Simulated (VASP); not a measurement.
Write the native input for VASP 6.6.1 that does the following.

```yaml
Task: single point
Functional: r2SCAN
Potentials_or_basis: VASP PAW PBE potentials, release 64 (Pb_d, O)
Cutoff: 520 eV
k_mesh: 5 × 5 × 6
Occupations: fermi-dirac, width 0.05 eV
Spin: no spin polarisation
Dipole_correction: no
Further_INCAR_settings: ALGO = Normal; EDIFF = 1e-06; NBANDS = 35
```

PbO2:

```
Pb O
1.0
     4.98562    0.00000    0.00000
     0.00000    4.98562    0.00000
     0.00000    0.00000    3.40498
Pb O
2 4
Cartesian
  2.4928 2.4928 1.7025
  0.0000 0.0000 0.0000
  3.4536 3.4536 0.0000
  4.0248 0.9608 1.7025
  0.9608 4.0248 1.7025
  1.5320 1.5320 0.0000
```

These files were run (other wordings do the same):

POSCAR

```
PbO2
1.0
    4.9856215646      0.0000000000      0.0000000000
    0.0000000000      4.9856215646      0.0000000000
    0.0000000000      0.0000000000      3.4049836135
Pb O
2 4
Direct
    0.5000000000      0.5000000000      0.5000000000
    0.0000000000      0.0000000000      0.0000000000
    0.6927160711      0.6927160711      0.0000000000
    0.8072839289      0.1927160711      0.5000000000
    0.1927160711      0.8072839289      0.5000000000
    0.3072839289      0.3072839289      0.0000000000
```

INCAR.step1

```
ALGO = Normal
EDIFF = 1E-4
ENCUT = 520
GGA = PE
ISMEAR = -1
LASPH = True
LCHARG = False
LREAL = False
LWAVE = True
NBANDS = 35
NELM = 60
PREC = Accurate
SIGMA = 0.05
```

INCAR.step2

```
ALGO = Normal
EDIFF = 1E-6
ENCUT = 520
ISIF = 2
ISMEAR = -1
ISTART = 1
LASPH = True
LCHARG = False
LMIXTAU = True
LREAL = False
LWAVE = False
METAGGA = R2SCAN
NBANDS = 35
NELM = 60
PREC = Accurate
SIGMA = 0.05
```

KPOINTS

```
k-points
0
Gamma
  5 5 6
```

Potentials or basis: VASP PAW PBE potentials, release 64 (Pb_d, O).

Command:

```sh
$ cat potpaw_PBE.64/Pb_d/POTCAR potpaw_PBE.64/O/POTCAR > POTCAR
$ cp INCAR.step1 INCAR
$ mpirun -np 1 vasp_std > vasp.out
$ cp INCAR.step2 INCAR
$ mpirun -np 1 vasp_std > vasp.out
```

It gave:

- Pressure: 0.9 GPa
- Largest force: 0.019 eV/Å
- Band gap on the k mesh: 0.15 eV (least direct gap 0.53 eV)

Caveat: the PAW data sets were made with another functional, which shifts forces and pressure a little; spin-orbit coupling is left out, which moves the levels of the heavy elements.

It took 3 min on 1 thread of Intel(R) Xeon(R) Platinum 8375C CPU @ 2.90GHz (Ice Lake) (shared host), peak memory 0.24 GiB.
